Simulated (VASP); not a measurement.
A run of VASP 6.6.1 is set up as follows.

Contents of INCAR:

```
PREC = Accurate ; ENCUT = 520
EDIFF = 1E-6 ; ISMEAR = 0
SIGMA = 0.05 ; LREAL = False
LASPH = True ; NELM = 80
ALGO = Normal ; ISIF = 2
LWAVE = False ; LCHARG = False
GGA = PS ; NBANDS = 20
```

The input KPOINTS:

```
Automatic mesh
0
Gamma
  8 8 8
```

POSCAR

```
CdF2
1.0
    0.0000000000      2.5117246532      2.7214536618
    2.5117246532      0.0000000000      2.7214536618
    2.5117246532      2.5117246532      0.0000000000
Cd F
1 2
Direct
    0.0000000000      0.0000000000      0.0000000000
    0.2500000000      0.2500000000      0.2500000000
    0.7500000000      0.7500000000      0.7500000000
```

Potentials or basis: VASP PAW PBE potentials, release 64 (Cd, F).

The run is started by

```console
$ cat potpaw_PBE.64/Cd/POTCAR potpaw_PBE.64/F/POTCAR > POTCAR
$ mpirun -np 1 vasp_std > vasp.out
```

Problem. Predict the pressure.

Solution. 20.3 GPa.

Problem. What does it give for the band gap on the k mesh?

Solution. 3.21 eV (least direct gap 3.43 eV).

Stress tensor (GPa, compression positive):
```
23.34  0.00  0.00
 0.00 23.34  0.00
 0.00  0.00 14.24
```

Caveat: the stress differs along the axes, from 14 to 23 GPa; the PAW data sets were made with another functional, which shifts forces and pressure a little. PBEsol gaps usually lie below the measured ones, often by a third to a half.
